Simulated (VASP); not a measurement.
Here is a VASP 6.6.1 calculation.

The input INCAR:

```
SYSTEM = Al
PREC = Accurate
ENCUT = 520
EDIFF = 1E-6
ISMEAR = -1
SIGMA = 0.08
LREAL = .FALSE.
LASPH = .TRUE.
NELM = 60
ALGO = Normal
ISIF = 2
LWAVE = .FALSE.
LCHARG = .FALSE.
GGA = RP
NBANDS = 10
```

The input KPOINTS:

```
regular mesh
0
G
  12 12 12
  0 0 0
```

POSCAR

```
Al
1.0
    0.0000000000      2.9258038909      2.9258038909
    2.9258038909      0.0000000000      2.9258038909
    2.9258038909      2.9258038909      0.0000000000
Al
2
Direct
   -0.1250000000     -0.1250000000     -0.1250000000
    0.1250000000      0.1250000000      0.1250000000
```

Potentials or basis: VASP PAW PBE potentials, release 64 (Al).

Command:

```bash
$ cat potpaw_PBE.64/Al/POTCAR > POTCAR
$ mpirun -np 1 vasp_std > vasp.out
```

What does it give for the pressure?

5.6 GPa.

What does it give for the band gap on the k mesh?

Zero (band 3 reaches 5.80 eV, above the bottom of band 4 at 1.94 eV).

Caveat: the PAW data sets were made with another functional, which shifts forces and pressure a little.
